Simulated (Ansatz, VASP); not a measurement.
**Bi2Te3 in VASP and in Ansatz**

INCAR

```
SYSTEM = Bi2Te3
PREC     = Accurate       ! precision mode
ENCUT    = 520            ! plane-wave cutoff, eV
EDIFF    = 1E-6           ! SCF threshold, eV
ISMEAR   = -1             ! smearing method
SIGMA    = 0.05           ! smearing width, eV
LREAL    = .FALSE.        ! projectors in reciprocal space
LASPH    = .TRUE.         ! aspherical terms in the spheres
NELM     = 80             ! most SCF steps
ALGO     = Normal         ! electronic algorithm
ISIF     = 2              ! what is computed and relaxed
LWAVE    = .FALSE.        ! write WAVECAR
LCHARG   = .TRUE.         ! write CHGCAR
GGA      = PE             ! functional
LELF     = .TRUE.         ! ELF
LVHAR    = .TRUE.       
NBANDS   = 32             ! bands
```

The input KPOINTS:

```
Automatic mesh
0
G
  6 6 6
  0 0 0
```

POSCAR

```
Bi2Te3
1.0
    2.1518466308      1.2423691639      9.6915109224
   -2.1518466308      1.2423691639      9.6915109224
    0.0000000000     -2.4847383277      9.6915109224
Bi Te
2 3
Direct
    0.1880000000      0.1880000000      0.1880000000
    0.5980000000      0.5980000000      0.5980000000
    0.3890000000      0.3890000000      0.3890000000
    0.8000000000      0.8000000000      0.8000000000
    0.0000000000      0.0000000000      0.0000000000
```

Input for Ansatz:

```yaml
crystal:
  lattice:
    - [2.151846630843716, 1.2423691638500989, 9.691510922379159]
    - [-2.151846630843716, 1.2423691638500989, 9.691510922379159]
    - [0.0, -2.4847383277001978, 9.691510922379159]
  atoms:
    - { symbol: Bi, position: [0.188, 0.188, 0.188] }
    - { symbol: Bi, position: [0.598, 0.598, 0.598] }
    - { symbol: Te, position: [0.389, 0.389, 0.389] }
    - { symbol: Te, position: [0.8, 0.8, 0.8] }
    - { symbol: Te, position: [0.0, 0.0, 0.0] }
basis:
  ecutwfc: 571.4391111657479
kpoints:
  mp_grid:
    grid: [6, 6, 6]
hamiltonian:
  xc: pbe
scf:
  occupations:
    method: fermi_dirac
    width: 0.05
output:
  stress: true
```

Alike in both runs: task single point; functional PBE; k mesh 6 × 6 × 6; occupations fermi-dirac, width 0.05 eV; no spin polarisation.

```csv
,VASP,Ansatz
version,VASP 6.6.1,Ansatz 0.2.0
potentials or method,"VASP PAW PBE potentials, release 64 (Bi_d, Te), cutoff 520 eV","plane waves, PAW"
valence electrons in the cell,48,78
```

```csv
,VASP,Ansatz,Ansatz less VASP
pressure (GPa),6.6,6.6,+0.02
"traceless stress, the component that is largest in VASP (GPa)",-0.50,-0.49,+0.016
```

VASP's potentials hold 48 valence electrons a cell and Ansatz's 78, so a difference there can come from the potentials and not from the codes.

Neither program's run includes spin-orbit coupling.
